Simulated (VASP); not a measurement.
# TiO2 (rutile type) (P4_2/mnm) in VASP: further runs

Runs on TiO2 (rutile type). Level: PBE. Tasks: single point.

Everything below comes from runs of VASP 6.6.1. Logs are shortened: lines on timing, memory, paths and dates and some standing lists are left out, and cuts for length are marked.

## (1) The cell of the first run

Symmetry: P4_2/mnm, No. 136, tetragonal system. Conventional cell: a = 4.414 Å, b = 4.414 Å, c = 2.886 Å, α = 90.00°, β = 90.00°, γ = 90.00°. Ti (site symmetry mmm) has 6 O at 1.88 to 1.90 Å within 2.5 Å. Within 2.5 Å of O (site symmetry m2m) lie 3 Ti at 1.88 to 1.90 Å and 1 O at 2.47 Å.

## (2) Single point, PBE (9.37 Å³/atom)

Input file INCAR:

```
  PREC = Accurate
  ENCUT = 520
  EDIFF = 1E-6
  ISMEAR = -1
  SIGMA = 0.08
  LREAL = False
  LASPH = True
  NELM = 100
  ALGO = Normal
  ISIF = 2
  LWAVE = False
  LCHARG = False
  GGA = PE
  NBANDS = 33
```

Input file KPOINTS:

```
Automatic mesh
0
Gamma
  8 8 11
```

Input file POSCAR:

```
TiO2
1.0
    4.4138212628      0.0000000000      0.0000000000
    0.0000000000      4.4138212628      0.0000000000
    0.0000000000      0.0000000000      2.8864148372
Ti O
2 4
Direct
    0.0000000000      0.0000000000      0.0000000000
    0.5000000000      0.5000000000      0.5000000000
    0.3018288480      0.3018288480      0.0000000000
    0.6981711520      0.6981711520      0.0000000000
    0.8018288480      0.1981711520      0.5000000000
    0.1981711520      0.8018288480      0.5000000000
```

Potentials or basis: VASP PAW PBE potentials, release 64 (Ti_sv, O).

On the command line:

```
$ cat potpaw_PBE.64/Ti_sv/POTCAR potpaw_PBE.64/O/POTCAR > POTCAR
$ mpirun -np 1 vasp_std > vasp.out
```

OUTCAR:

```text
PREC = Accurate
   ENCUT = 520
   EDIFF = 1E-6
   ISMEAR = -1
   LREAL = False
   LASPH = True
   NELM = 100
   ISIF = 2
   GGA = PE

 ion  position               nearest neighbor table
   1  0.000  0.000  0.000-   3 1.88   4 1.88   5 1.90   6 1.90   5 1.90   6 1.90
   2  0.500  0.500  0.500-   5 1.88   6 1.88   3 1.90   4 1.90   3 1.90   4 1.90
   3  0.302  0.302  0.000-   1 1.88   2 1.90   2 1.90
   4  0.698  0.698  0.000-   1 1.88   2 1.90   2 1.90
   5  0.802  0.198  0.500-   2 1.88   1 1.90   1 1.90
   6  0.198  0.802  0.500-   2 1.88   1 1.90   1 1.90

  LATTYP: Found a simple tetragonal cell.
 ALAT       =     4.4138212628
 C/A-ratio  =     0.6539491895

  Lattice vectors:

 A1 = (   4.4138212628,   0.0000000000,   0.0000000000)
 A2 = (   0.0000000000,   4.4138212628,   0.0000000000)
 A3 = (   0.0000000000,   0.0000000000,   2.8864148372)

Analysis of symmetry for initial positions (statically):
=====================================================================
 Subroutine PRICEL returns:
 Original cell was already a primitive cell.

 Routine SETGRP: Setting up the symmetry group for a
 simple tetragonal supercell.

 Subroutine GETGRP returns: Found 16 space group operations
 (whereof  8 operations were pure point group operations)
 out of a pool of 16 trial point group operations.

The static configuration has the point symmetry D_2h.
 The point group associated with its full space group is D_4h.

Analysis of symmetry for dynamics (positions and initial velocities):
=====================================================================
 Subroutine PRICEL returns:
 Original cell was already a primitive cell.

 Routine SETGRP: Setting up the symmetry group for a
 simple tetragonal supercell.

 Subroutine GETGRP returns: Found 16 space group operations
 (whereof  8 operations were pure point group operations)
 out of a pool of 16 trial point group operations.

The dynamic configuration has the point symmetry D_2h.
 The point group associated with its full space group is D_4h.

 Subroutine INISYM returns: Found 16 space group operations
 (whereof  8 operations are pure point group operations),
 and found     1 'primitive' translations

----------------------------------------------------------------------------------------

                                     Primitive cell

  volume of cell :      56.2326

  direct lattice vectors                    reciprocal lattice vectors
     4.413821263  0.000000000  0.000000000     0.226561055  0.000000000  0.000000000
     0.000000000  4.413821263  0.000000000     0.000000000  0.226561055  0.000000000
     0.000000000  0.000000000  2.886414837     0.000000000  0.000000000  0.346450547

  length of vectors
     4.413821263  4.413821263  2.886414837     0.226561055  0.226561055  0.346450547

  position of ions in fractional coordinates (direct lattice)
     0.000000000  0.000000000  0.000000000
     0.500000000  0.500000000  0.500000000
     0.301828848  0.301828848  0.000000000
     0.698171152  0.698171152  0.000000000
     0.801828848  0.198171152  0.500000000
     0.198171152  0.801828848  0.500000000

  ion indices of the primitive-cell ions
   primitive index   ion index
                 1           1
                 2           2
                 3           3
                 4           4
                 5           5
                 6           6

----------------------------------------------------------------------------------------

 KPOINTS: Automatic mesh

Automatic generation of k-mesh.
 Grid dimensions read from file:
 generate k-points for:    8    8   11

 Generating k-lattice:

  Cartesian coordinates                     Fractional coordinates (reciprocal lattice)
     0.028320132  0.000000000  0.000000000     0.125000000  0.000000000  0.000000000
     0.000000000  0.028320132  0.000000000     0.000000000  0.125000000  0.000000000
     0.000000000  0.000000000  0.031495504     0.000000000  0.000000000  0.090909091

  Length of vectors
     0.028320132  0.028320132  0.031495504

  Shift w.r.t. Gamma in fractional coordinates (k-lattice)
     0.000000000  0.000000000  0.000000000

 Subroutine IBZKPT returns following result:
 ===========================================

 Found     90 irreducible k-points:

 Following reciprocal coordinates:
            Coordinates               Weight
  0.000000  0.000000  0.000000      1.000000
  0.125000  0.000000  0.000000      4.000000
  0.250000  0.000000  0.000000      4.000000
  0.375000  0.000000  0.000000      4.000000
  0.500000  0.000000  0.000000      2.000000
  0.125000  0.125000  0.000000      4.000000
[... 16 lines left out ...]
  0.375000  0.125000  0.090909     16.000000
  0.500000  0.125000  0.090909      8.000000
 [... further k-points ...]
   k-points           NKPTS =     90   k-points in BZ     NKDIM =     90   number of bands    NBANDS=     33
   number of dos      NEDOS =    301   number of ions     NIONS =      6
   total plane-waves  NPLWV =  31104
   dimension x,y,z NGX =    36 NGY =   36 NGZ =   24
   dimension x,y,z NGXF=    72 NGYF=   72 NGZF=   48
   ions per type =               2   4
   NGX,Y,Z   is equivalent  to a cutoff of  13.56, 13.56, 13.82 a.u.
   NGXF,Y,Z  is equivalent  to a cutoff of  27.12, 27.12, 27.65 a.u.
 SYSTEM =  unknown system
   PREC   = accura    normal or accurate (medium, high low for compatibility)
   ISTART =      0    job   : 0-new  1-cont  2-samecut
   ICHARG =      2    charge: 1-file 2-atom 10-const
   ISPIN  =      1    spin polarized calculation?
   LNONCOLLINEAR =      F non collinear calculations
   LSORBIT =      F    spin-orbit coupling
   LASPH  =      T    aspherical Exc in radial PAW
   ENCUT  =  520.0 eV  38.22 Ry    6.18 a.u.   8.21  8.21  5.37*2*pi/ulx,y,z
   NELM   =    100;   NELMIN=  2; NELMDL= -5     # of ELM steps
   EDIFF  = 0.1E-05   stopping-criterion for ELM
   LREAL  =      F    real-space projection
   EDIFFG = 0.1E-04   stopping-criterion for IOM
   NSW    =      0    number of steps for IOM
   IBRION =     -1    ionic relax: 0-MD 1-quasi-New 2-CG
   NFREE  =      0    steps in history (QN), initial steepest desc. (CG)
   ISIF   =      2    stress and relaxation
   ISYM   =      2    0-nonsym 1-usesym 2-fastsym
   POTIM  = 0.5000    time-step for ionic-motion
   TEBEG  =    0.0;   TEEND  =   0.0 temperature during run
   PSTRESS=    0.0 pullay stress
   NELECT =      48.0000    total number of electrons
   NUPDOWN=      -1.0000    fix difference up-down
   EMIN   =  10.00;   EMAX   =-10.00  energy-range for DOS
   EFERMI =   0.00;   METHOD = LEGACY
   ISMEAR =    -1;   SIGMA  =   0.08  broadening in eV -4-tet -1-fermi 0-gaus
   EFERMI_NEDOS =   21; number of points for ismear=-14 and -15
   IALGO  =     38    algorithm
   IMIX   =      4    mixing-type and parameters
     AMIX     =   0.40;   BMIX     =  1.00
     AMIX_MAG =   1.60;   BMIX_MAG =  1.00
  volume/ion in A,a.u.               =       9.37        63.25
  Fermi-wavevector in a.u.,A,eV,Ry     =   1.552956  2.934661 32.812796  2.411673
  Thomas-Fermi vector in A             =   2.657256
   LORBIT       =      0    0 simple, 1 ext, 2 COOP (PROOUT), +10 PAW based schemes
   GGA     = PE    functional components
   LHFCALC =     F    Hartree Fock is set to
   AEXX    =    0.0000 exact exchange contribution
   IVDW    =     0    specifies the selected vdW correction
   LEPSILON=     F    determine dielectric tensor
   LRPA    =     F    only Hartree local field effects (RPA)
 non-spin polarized calculation
  energy-cutoff  :      520.00
  volume of cell :       56.23
 maximum number of plane-waves:      1532
 NGX is ok and might be reduce to    36
   NGX = 17   NGY = 17   NGZ = 11

 number of electron      48.0000007 magnetization

 Free energy of the ion-electron system (eV)
  ---------------------------------------------------
  ext. energy  EPLUGINS =         0.00000000
  ---------------------------------------------------
  free energy    TOTEN  =       -52.87515972 eV

  energy without entropy =      -52.87515940  energy(sigma->0) =      -52.87515956

 E-fermi :   7.0281     XC(G=0): -11.9918

 val. band max:        6.0779172248   @ k =   0.0000   0.0000   0.0000
 cond. band min:       8.0671176217   @ k =   0.0000   0.0000   0.0000
 fundamental gap:      1.9892003969
 Fermi energy:         7.0281203362

 k-point     1 :       0.0000    0.0000    0.0000
  band No.  band energies     occupation
      1     -50.5948      2.00000
      2     -50.5637      2.00000
      3     -27.0292      2.00000
      4     -27.0292      2.00000
      5     -26.7738      2.00000
      6     -26.7738      2.00000
[... 25 lines left out ...]
     32      13.3978      0.00000
     33      13.3979      0.00000

 k-point     2 :       0.1250    0.0000    0.0000
  band No.  band energies     occupation
      1     -50.5936      2.00000
      2     -50.5649      2.00000
      3     -27.0208      2.00000
      4     -27.0197      2.00000
      5     -26.7847      2.00000
      6     -26.7836      2.00000
[... 25 lines left out ...]
     32      13.3223      0.00000
     33      13.3399      0.00000

 k-point     3 :       0.2500    0.0000    0.0000
  band No.  band energies     occupation
      1     -50.5902      2.00000
      2     -50.5682      2.00000
      3     -26.9963      2.00000
      4     -26.9926      2.00000
      5     -26.8153      2.00000
      6     -26.8114      2.00000
[... 25 lines left out ...]
     32      13.1366      0.00000
     33      13.1868      0.00000

 k-point     4 :       0.3750    0.0000    0.0000
  band No.  band energies     occupation
      1     -50.5851      2.00000
      2     -50.5732      2.00000
      3     -26.9585      2.00000
      4     -26.9522      2.00000
      5     -26.8591      2.00000
      6     -26.8526      2.00000
[... 25 lines left out ...]
     32      12.9522      0.00000
     33      13.0036      0.00000

 k-point     5 :       0.5000    0.0000    0.0000
  band No.  band energies     occupation
      1     -50.5791      2.00000
      2     -50.5791      2.00000
      3     -26.9175      2.00000
      4     -26.9175      2.00000
      5     -26.8951      2.00000
      6     -26.8951      2.00000
[... 604 lines left out ...]
 k-point    22 :       0.2500    0.1250    0.0909
  band No.  band energies     occupation
      1     -50.5844      2.00000
      2     -50.5649      2.00000
      3     -27.0142      2.00000
      4     -26.9418      2.00000
      5     -26.8591      2.00000
      6     -26.7795      2.00000
[... 25 lines left out ...]
     32      12.7720      0.00000
     33      13.1876      0.00000

 k-point    23 :       0.3750    0.1250    0.0909
  band No.  band energies     occupation
      1     -50.5799      2.00000
      2     -50.5694      2.00000
      3     -26.9917      2.00000
      4     -26.9095      2.00000
      5     -26.8943      2.00000
      6     -26.8080      2.00000
[... 25 lines left out ...]
     32      12.7042      0.00000
     33      13.0263      0.00000

 k-point    24 :       0.5000    0.1250    0.0909
  band No.  band energies     occupation
      1     -50.5746      2.00000
      2     -50.5746      2.00000
      3     -26.9548      2.00000
      4     -26.9548      2.00000
      5     -26.8487      2.00000
      6     -26.8487      2.00000
[... 25 lines left out ...]
     32      12.7130      0.00000
     33      13.2264      0.00000

 [... further k-points ...]

------------------------ aborting loop because EDIFF is reached ----------------------------------------

  FORCE on cell =-STRESS in cart. coord.  units (eV):
  Direction    XX          YY          ZZ          XY          YZ          ZX
  --------------------------------------------------------------------------------------
  -------------------------------------------------------------------------------------
  Total       12.8035610     12.8035610     12.8747304      0.0000000      0.0000000      0.0000000
  in kB      364.7985669    364.7985669    366.8263245      0.0000000      0.0000000      0.0000000
  external PRESSURE =     365.4744861 kB  Pullay stress =       0.0000000 kB

 VOLUME and BASIS-vectors are now :
 -----------------------------------------------------------------------------
  energy-cutoff  :      520.00
  volume of cell :       56.23
      direct lattice vectors                 reciprocal lattice vectors
     4.413821263  0.000000000  0.000000000     0.226561055  0.000000000  0.000000000
     0.000000000  4.413821263  0.000000000     0.000000000  0.226561055  0.000000000
     0.000000000  0.000000000  2.886414837     0.000000000  0.000000000  0.346450547

 POSITION                                       TOTAL-FORCE (eV/Angst)
 -----------------------------------------------------------------------------------
      0.00000      0.00000      0.00000        -0.000000      0.000000     -0.000000
      2.20691      2.20691      1.44321        -0.000000      0.000000     -0.000000
      1.33222      1.33222      0.00000        -0.012982     -0.012982      0.000000
      3.08160      3.08160      0.00000         0.012982      0.012982     -0.000000
      3.53913      0.87469      1.44321        -0.012982      0.012982     -0.000000
      0.87469      3.53913      1.44321         0.012982     -0.012982     -0.000000
 -----------------------------------------------------------------------------------
    total drift:                                0.000000      0.000000      0.000000

  FREE ENERGIE OF THE ION-ELECTRON SYSTEM (eV)
  ---------------------------------------------------
  free  energy   TOTEN  =       -52.8751597239 eV

  energy  without entropy=      -52.8751594021  energy(sigma->0) =      -52.87515956
```

Run time: 98 s. Hardware: 1 thread of AMD EPYC 9R45 (Zen 5), shared host; peak memory 0.23 GiB.

Results:

```
Free energy            : -52.8752 eV
Pressure               : 36.5 GPa
Largest force          : 0.018 eV/Å
Band gap on the k mesh : 1.99 eV
```

Forces in eV/Å, atoms in the order of the input:
```
Ti   0.000  0.000  0.000
Ti   0.000  0.000  0.000
O   -0.013 -0.013  0.000
O    0.013  0.013  0.000
O   -0.013  0.013  0.000
O    0.013 -0.013  0.000
```

Caveat: the cell stands under pressure. A k mesh can miss the band edges.

## (3) Single point, PBE

This run uses another cell than the first one, of 10.01 Å³/atom.

Input file INCAR:

```
SYSTEM = TiO2
  PREC = Accurate
  ENCUT = 520
  EDIFF = 1E-6
  ISMEAR = -1
  SIGMA = 0.08
  LREAL = .FALSE.
  LASPH = .TRUE.
  NELM = 100
  ALGO = Normal
  ISIF = 2
  LWAVE = .FALSE.
  LCHARG = .FALSE.
  GGA = PE
  NBANDS = 33
```

Input file KPOINTS:

```
regular mesh
0
G
  8 8 11
  0 0 0
```

Input file POSCAR:

```
TiO2
1.0
    4.5285288464      0.0000000000      0.0000000000
    0.0000000000      4.5285288464      0.0000000000
    0.0000000000      0.0000000000      2.9289984219
Ti O
2 4
Direct
    0.0000000000      0.0000000000      0.0000000000
    0.5000000000      0.5000000000      0.5000000000
    0.3030849900      0.3030849900      0.0000000000
    0.6969150100      0.6969150100      0.0000000000
    0.8030849900      0.1969150100      0.5000000000
    0.1969150100      0.8030849900      0.5000000000
```

Potentials or basis: VASP PAW PBE potentials, release 64 (Ti_sv, O).

On the command line:

```
$ cat potpaw_PBE.64/Ti_sv/POTCAR potpaw_PBE.64/O/POTCAR > POTCAR
$ mpirun -np 1 vasp_std > vasp.out
```

It took 96 s on 1 thread of AMD EPYC 9R45 (Zen 5), shared host; peak memory 0.23 GiB.

It converged, with:

- Free energy: -53.4894 eV
- Pressure: 15.5 GPa
- Largest force: 0.022 eV/Å
- Band gap on the k mesh: 1.89 eV

Forces in eV/Å, atoms in the order of the input:
```
Ti   0.000  0.000  0.000
Ti   0.000  0.000  0.000
O   -0.015 -0.015  0.000
O    0.015  0.015  0.000
O   -0.015  0.015  0.000
O    0.015 -0.015  0.000
```

Stress tensor (GPa, compression positive):
```
15.42  0.00  0.00
 0.00 15.42  0.00
 0.00  0.00 15.69
```

Levels at points of the mesh, in eV from the valence-band top:
```tsv
k point	band 20	band 21	band 22	band 23	band 24	band 25	band 26	band 27	band 28	band 29
(0.00, 0.00, 0.00)	-2.09	-0.74	-0.49	-0.49	0.00	1.89	2.18	2.43	2.56	2.56
(0.50, 0.00, 0.00)	-3.20	-1.76	-1.76	-0.79	-0.79	2.59	2.59	3.15	3.15	3.68
(0.50, 0.50, 0.00)	-2.33	-1.38	-1.38	-1.13	-1.13	1.92	1.92	2.58	2.58	3.97
```

Caveat: the cell stands under pressure.

## (4) Single point, PBE (10.01 Å³/atom)

This run uses another cell than the first one, of 10.01 Å³/atom.

Input file INCAR:

```
PREC = Accurate
ENCUT = 520
EDIFF = 1E-6
ISMEAR = -1
SIGMA = 0.08
LREAL = False
LASPH = True
NELM = 100
ALGO = Normal
ISIF = 2
LWAVE = False
LCHARG = True
GGA = PE
LELF = True
LVHAR = True
NBANDS = 33
```

Input file KPOINTS:

```
regular mesh
0
Gamma
  8 8 11
```

POSCAR is that of step 3.

On the command line:

```
$ cat potpaw_PBE.64/Ti_sv/POTCAR potpaw_PBE.64/O/POTCAR > POTCAR
$ mpirun -np 1 vasp_std > vasp.out
```

Wall time 1.7 min (1 thread of AMD EPYC 9R45 (Zen 5), shared host); peak memory 0.23 GiB.

The run converged. Its results:

* Free energy: -53.4894 eV
* Pressure: 15.5 GPa
* Largest force: 0.022 eV/Å
* Band gap on the k mesh: 1.89 eV

Forces in eV/Å, atoms in the order of the input:
```
Ti   0.000  0.000  0.000
Ti   0.000  0.000  0.000
O   -0.015 -0.015  0.000
O    0.015  0.015  0.000
O   -0.015  0.015  0.000
O    0.015 -0.015  0.000
```

Stress tensor (GPa, compression positive):
```
15.42  0.00  0.00
 0.00 15.42  0.00
 0.00  0.00 15.69
```

Levels at points of the mesh, in eV from the valence-band top:
```csv
k point,band 21,band 22,band 23,band 24,band 25,band 26,band 27,band 28
"(0.00, 0.00, 0.00)",-0.74,-0.49,-0.49,0.00,1.89,2.18,2.43,2.56
"(0.50, 0.00, 0.00)",-1.76,-1.76,-0.79,-0.79,2.59,2.59,3.15,3.15
"(0.50, 0.50, 0.00)",-1.38,-1.38,-1.13,-1.13,1.92,1.92,2.58,2.58
```

Caveat: the cell stands under pressure. A k mesh can miss the band edges.

[end of part 1 of 2]
